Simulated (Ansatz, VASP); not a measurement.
## Cd: VASP beside Ansatz

```
Cd
1.0
     0.00000    3.17732    3.17732
     3.17732    0.00000    3.17732
     3.17732    3.17732    0.00000
Cd
2
Direct
  0.12500 0.12500 0.12500
  0.87500 0.87500 0.87500
```

Alike in both runs: task single point; functional PBEsol; k mesh 10 × 10 × 10; occupations fermi-dirac, width 0.1 eV; no spin polarisation.

|  | VASP | Ansatz |
| --- | --- | --- |
| version | VASP 6.6.1 | Ansatz 0.2.0 |
| potentials or method | VASP PAW PBE potentials, release 64 (Cd), cutoff 520 eV | plane waves (420 eV) with PAW, scalar-relativistic |
| valence electrons in the cell | 24 | 40 |

|  | VASP | Ansatz | Ansatz less VASP |
| --- | --- | --- | --- |
| pressure (GPa) | 1.4 | 1.2 | -0.28 |

VASP's potentials were made for PBE, not for PBEsol, and Ansatz warns of the same on its side. The functional is the same, so the differences come from potentials, cutoffs and numerics. VASP's potentials hold 24 valence electrons a cell and Ansatz's 40, so a difference there can come from the potentials and not from the codes.
